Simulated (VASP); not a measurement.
# Yb3Be2 (Pm-3m) in VASP: single point with PBE

Aim: the single point of Yb3Be2 with PBE.

Everything below comes from runs of VASP 6.6.1. Logs are shortened: lines on timing, memory, paths and dates and some standing lists are left out, and cuts for length are marked.

### 1 The cell of the first run

The structure is cubic, space group Pm-3m (No. 221). The conventional cell has a = 4.713 Å, b = 4.713 Å, c = 4.713 Å, α = 90.00°, β = 90.00°, γ = 90.00°. Within 3.1 Å of Yb (site symmetry 4/mmm) lie 2 Be at 2.36 Å. Within 4.4 Å of Be (site symmetry m-3m) lie 12 Yb at 3.33 Å and 8 Be at 4.08 Å. Be (site symmetry m-3m) has 6 Yb at 2.36 Å within 3.1 Å.

### 2 Single point, PBE

Contents of INCAR:

```
SYSTEM = Yb3Be2
  ALGO = Normal
  EDIFF = 1E-6
  ENCUT = 520
  GGA = PE
  ISIF = 2
  ISMEAR = 0
  LASPH = .TRUE.
  LCHARG = .FALSE.
  LREAL = .FALSE.
  LWAVE = .FALSE.
  NBANDS = 46
  NELM = 100
  PREC = Accurate
  SIGMA = 0.1
```

Contents of KPOINTS:

```
k-points
0
G
  4 4 4
  0 0 0
```

Contents of POSCAR:

```
Yb3Be2
1.0
    4.7133356100      0.0000000000      0.0000000000
    0.0000000000      4.7133356100      0.0000000000
    0.0000000000      0.0000000000      4.7133356100
Yb Be
3 2
Direct
    0.0000000000      0.5000000000      0.5000000000
    0.5000000000      0.0000000000      0.5000000000
    0.5000000000      0.5000000000      0.0000000000
    0.0000000000      0.0000000000      0.0000000000
    0.5000000000      0.5000000000      0.5000000000
```

Potentials or basis: VASP PAW PBE potentials, release 64 (Yb, Be).

Started as:

```bash
$ cat potpaw_PBE.64/Yb/POTCAR potpaw_PBE.64/Be/POTCAR > POTCAR
$ mpirun -np 1 vasp_std > vasp.out
```

OUTCAR:

```text
SYSTEM = Yb3Be2
   EDIFF = 1E-6
   ENCUT = 520
   GGA = PE
   ISIF = 2
   ISMEAR = 0
   LASPH = .TRUE.
   LREAL = .FALSE.
   NELM = 100
   PREC = Accurate

 ion  position               nearest neighbor table
   1  0.000  0.500  0.500-   5 2.36   5 2.36   2 3.33   3 3.33   2 3.33   2 3.33   3 3.33   3 3.33
                             3 3.33   2 3.33
   2  0.500  0.000  0.500-   5 2.36   5 2.36   1 3.33   3 3.33   1 3.33   3 3.33   3 3.33   3 3.33
                             1 3.33   1 3.33
   3  0.500  0.500  0.000-   5 2.36   5 2.36   1 3.33   1 3.33   2 3.33   2 3.33   2 3.33   2 3.33
                             1 3.33   1 3.33
   4  0.000  0.000  0.000-
   5  0.500  0.500  0.500-   1 2.36   2 2.36   3 2.36   3 2.36   2 2.36   1 2.36

  LATTYP: Found a simple cubic cell.
 ALAT       =     4.7133356100

  Lattice vectors:

 A1 = (   4.7133356100,   0.0000000000,   0.0000000000)
 A2 = (   0.0000000000,   4.7133356100,   0.0000000000)
 A3 = (   0.0000000000,   0.0000000000,   4.7133356100)

Analysis of symmetry for initial positions (statically):
=====================================================================
 Subroutine PRICEL returns:
 Original cell was already a primitive cell.

 Routine SETGRP: Setting up the symmetry group for a
 simple cubic supercell.

 Subroutine GETGRP returns: Found 48 space group operations
 (whereof 48 operations were pure point group operations)
 out of a pool of 48 trial point group operations.

The static configuration has the point symmetry O_h .

Analysis of symmetry for dynamics (positions and initial velocities):
=====================================================================
 Subroutine PRICEL returns:
 Original cell was already a primitive cell.

 Routine SETGRP: Setting up the symmetry group for a
 simple cubic supercell.

 Subroutine GETGRP returns: Found 48 space group operations
 (whereof 48 operations were pure point group operations)
 out of a pool of 48 trial point group operations.

The dynamic configuration has the point symmetry O_h .

 Subroutine INISYM returns: Found 48 space group operations
 (whereof 48 operations are pure point group operations),
 and found     1 'primitive' translations

----------------------------------------------------------------------------------------

                                     Primitive cell

  volume of cell :     104.7093

  direct lattice vectors                    reciprocal lattice vectors
     4.713335610  0.000000000  0.000000000     0.212163971  0.000000000  0.000000000
     0.000000000  4.713335610  0.000000000     0.000000000  0.212163971  0.000000000
     0.000000000  0.000000000  4.713335610     0.000000000  0.000000000  0.212163971

  length of vectors
     4.713335610  4.713335610  4.713335610     0.212163971  0.212163971  0.212163971

  position of ions in fractional coordinates (direct lattice)
     0.000000000  0.500000000  0.500000000
     0.500000000  0.000000000  0.500000000
     0.500000000  0.500000000  0.000000000
     0.000000000  0.000000000  0.000000000
     0.500000000  0.500000000  0.500000000

  ion indices of the primitive-cell ions
   primitive index   ion index
                 1           1
                 2           2
                 3           3
                 4           4
                 5           5

----------------------------------------------------------------------------------------

 KPOINTS: k-points

Automatic generation of k-mesh.
 Grid dimensions read from file:
 generate k-points for:    4    4    4

 Generating k-lattice:

  Cartesian coordinates                     Fractional coordinates (reciprocal lattice)
     0.053040993  0.000000000  0.000000000     0.250000000  0.000000000  0.000000000
     0.000000000  0.053040993  0.000000000     0.000000000  0.250000000  0.000000000
     0.000000000  0.000000000  0.053040993     0.000000000  0.000000000  0.250000000

  Length of vectors
     0.053040993  0.053040993  0.053040993

  Shift w.r.t. Gamma in fractional coordinates (k-lattice)
     0.000000000  0.000000000  0.000000000

 Subroutine IBZKPT returns following result:
 ===========================================

 Found     10 irreducible k-points:

 Following reciprocal coordinates:
            Coordinates               Weight
  0.000000  0.000000  0.000000      1.000000
  0.250000  0.000000  0.000000      6.000000
  0.500000  0.000000  0.000000      3.000000
  0.250000  0.250000  0.000000     12.000000
  0.500000  0.250000  0.000000     12.000000
  0.500000  0.500000  0.000000      3.000000
  0.250000  0.250000  0.250000      8.000000
  0.500000  0.250000  0.250000     12.000000
  0.500000  0.500000  0.250000      6.000000
  0.500000  0.500000  0.500000      1.000000
   k-points           NKPTS =     10   k-points in BZ     NKDIM =     10   number of bands    NBANDS=     46
   number of dos      NEDOS =    301   number of ions     NIONS =      5
   total plane-waves  NPLWV =  46656
   dimension x,y,z NGX =    36 NGY =   36 NGZ =   36
   dimension x,y,z NGXF=    72 NGYF=   72 NGZF=   72
   ions per type =               3   2
   NGX,Y,Z   is equivalent  to a cutoff of  12.70, 12.70, 12.70 a.u.
   NGXF,Y,Z  is equivalent  to a cutoff of  25.40, 25.40, 25.40 a.u.
 SYSTEM =  Yb3Be2
   PREC   = accura    normal or accurate (medium, high low for compatibility)
   ISTART =      0    job   : 0-new  1-cont  2-samecut
   ICHARG =      2    charge: 1-file 2-atom 10-const
   ISPIN  =      1    spin polarized calculation?
   LNONCOLLINEAR =      F non collinear calculations
   LSORBIT =      F    spin-orbit coupling
   LASPH  =      T    aspherical Exc in radial PAW
   ENCUT  =  520.0 eV  38.22 Ry    6.18 a.u.   8.76  8.76  8.76*2*pi/ulx,y,z
   NELM   =    100;   NELMIN=  2; NELMDL= -5     # of ELM steps
   EDIFF  = 0.1E-05   stopping-criterion for ELM
   LREAL  =      F    real-space projection
   EDIFFG = 0.1E-04   stopping-criterion for IOM
   NSW    =      0    number of steps for IOM
   IBRION =     -1    ionic relax: 0-MD 1-quasi-New 2-CG
   NFREE  =      0    steps in history (QN), initial steepest desc. (CG)
   ISIF   =      2    stress and relaxation
   ISYM   =      2    0-nonsym 1-usesym 2-fastsym
   POTIM  = 0.5000    time-step for ionic-motion
   TEBEG  =    0.0;   TEEND  =   0.0 temperature during run
   PSTRESS=    0.0 pullay stress
   NELECT =      76.0000    total number of electrons
   NUPDOWN=      -1.0000    fix difference up-down
   EMIN   =  10.00;   EMAX   =-10.00  energy-range for DOS
   EFERMI =   0.00;   METHOD = LEGACY
   ISMEAR =     0;   SIGMA  =   0.10  broadening in eV -4-tet -1-fermi 0-gaus
   EFERMI_NEDOS =   21; number of points for ismear=-14 and -15
   IALGO  =     38    algorithm
   IMIX   =      4    mixing-type and parameters
     AMIX     =   0.40;   BMIX     =  1.00
     AMIX_MAG =   1.60;   BMIX_MAG =  1.00
  volume/ion in A,a.u.               =      20.94       141.32
  Fermi-wavevector in a.u.,A,eV,Ry     =   1.471243  2.780246 29.450561  2.164555
  Thomas-Fermi vector in A             =   2.586402
   LORBIT       =      0    0 simple, 1 ext, 2 COOP (PROOUT), +10 PAW based schemes
   GGA     = PE    functional components
   LHFCALC =     F    Hartree Fock is set to
   AEXX    =    0.0000 exact exchange contribution
   IVDW    =     0    specifies the selected vdW correction
   LEPSILON=     F    determine dielectric tensor
   LRPA    =     F    only Hartree local field effects (RPA)
 non-spin polarized calculation
 Gauss-broadening in eV      SIGMA  =   0.10
  energy-cutoff  :      520.00
  volume of cell :      104.71
 maximum number of plane-waves:      2872
 NGX is ok and might be reduce to    36
   NGX = 17   NGY = 17   NGZ = 17

 number of electron      75.9999962 magnetization

 Free energy of the ion-electron system (eV)
  ---------------------------------------------------
  ext. energy  EPLUGINS =         0.00000000
  ---------------------------------------------------
  free energy    TOTEN  =       -13.60657938 eV

  energy without entropy =      -13.53014118  energy(sigma->0) =      -13.56836028

 E-fermi :   2.5264     XC(G=0): -10.3580

 val. band max:        2.5240831947   @ k =   0.5000   0.2500   0.2500
 cond. band min:       2.5289318918   @ k =   0.5000   0.2500   0.0000
 fundamental gap:      0.0048486972
 Fermi energy:         2.5263605357

 k-point     1 :       0.0000    0.0000    0.0000
  band No.  band energies     occupation
      1     -49.0255      2.00000
      2     -48.9546      2.00000
      3     -48.9546      2.00000
      4     -21.7228      2.00000
      5     -21.7228      2.00000
      6     -21.7228      2.00000
[... 38 lines left out ...]
     45       6.4657      0.00000
     46       6.4657      0.00000

 k-point     2 :       0.2500    0.0000    0.0000
  band No.  band energies     occupation
      1     -49.0165      2.00000
      2     -48.9637      2.00000
      3     -48.9545      2.00000
      4     -21.6794      2.00000
      5     -21.6794      2.00000
      6     -21.6417      2.00000
[... 38 lines left out ...]
     45       6.5424      0.00000
     46       6.5454      0.00000

 k-point     3 :       0.5000    0.0000    0.0000
  band No.  band energies     occupation
      1     -49.0018      2.00000
      2     -48.9785      2.00000
      3     -48.9544      2.00000
      4     -21.6266      2.00000
      5     -21.6266      2.00000
      6     -21.5038      2.00000
[... 38 lines left out ...]
     45       6.1256      0.00000
     46       6.6369      0.00000

 k-point     4 :       0.2500    0.2500    0.0000
  band No.  band energies     occupation
      1     -49.0085      2.00000
      2     -48.9665      2.00000
      3     -48.9597      2.00000
      4     -21.7414      2.00000
      5     -21.6334      2.00000
      6     -21.4912      2.00000
[... 234 lines left out ...]
     45       5.8713      0.00000
     46       6.1826      0.00000

 k-point     9 :       0.5000    0.5000    0.2500
  band No.  band energies     occupation
      1     -48.9783      2.00000
      2     -48.9783      2.00000
      3     -48.9781      2.00000
      4     -21.9817      2.00000
      5     -21.4868      2.00000
      6     -21.4075      2.00000
[... 38 lines left out ...]
     45       5.6912      0.00000
     46       5.6912      0.00000

 k-point    10 :       0.5000    0.5000    0.5000
  band No.  band energies     occupation
      1     -48.9782      2.00000
      2     -48.9782      2.00000
      3     -48.9782      2.00000
      4     -22.0878      2.00000
      5     -21.4857      2.00000
      6     -21.4857      2.00000
[... 38 lines left out ...]
     45       5.6705      0.00000
     46       5.6705      0.00000

------------------------ aborting loop because EDIFF is reached ----------------------------------------

  FORCE on cell =-STRESS in cart. coord.  units (eV):
  Direction    XX          YY          ZZ          XY          YZ          ZX
  --------------------------------------------------------------------------------------
  -------------------------------------------------------------------------------------
  Total        8.3009319      8.3009319      8.3009319      0.0000000      0.0000000      0.0000000
  in kB      127.0142187    127.0142187    127.0142187      0.0000000      0.0000000      0.0000000
  external PRESSURE =     127.0142187 kB  Pullay stress =       0.0000000 kB

 VOLUME and BASIS-vectors are now :
 -----------------------------------------------------------------------------
  energy-cutoff  :      520.00
  volume of cell :      104.71
      direct lattice vectors                 reciprocal lattice vectors
     4.713335610  0.000000000  0.000000000     0.212163971  0.000000000  0.000000000
     0.000000000  4.713335610  0.000000000     0.000000000  0.212163971  0.000000000
     0.000000000  0.000000000  4.713335610     0.000000000  0.000000000  0.212163971

 POSITION                                       TOTAL-FORCE (eV/Angst)
 -----------------------------------------------------------------------------------
      0.00000      2.35667      2.35667         0.000000      0.000000      0.000000
      2.35667      0.00000      2.35667         0.000000      0.000000      0.000000
      2.35667      2.35667      0.00000         0.000000      0.000000      0.000000
      0.00000      0.00000      0.00000         0.000000      0.000000      0.000000
      2.35667      2.35667      2.35667         0.000000      0.000000      0.000000
 -----------------------------------------------------------------------------------
    total drift:                                0.000000      0.000000      0.000000

  FREE ENERGIE OF THE ION-ELECTRON SYSTEM (eV)
  ---------------------------------------------------
  free  energy   TOTEN  =       -13.6065793763 eV

  energy  without entropy=      -13.5301411837  energy(sigma->0) =      -13.56836028
```

Wall time 2 min (1 thread of Intel Xeon Platinum 8488C (Sapphire Rapids), shared host); peak memory 0.23 GiB.

What came out:

```yaml
Free_energy: -13.6066 eV
Pressure: 12.7 GPa
Band_gap_on_the_k_mesh: zero (band 38 reaches 2.80 eV, above the bottom of band 39 at 2.46 eV)
```

Caveat: spin-orbit coupling is left out, which moves the levels of the heavy elements; without U or exact exchange the open f shell lies at the Fermi level, which spoils levels, moments and volumes.
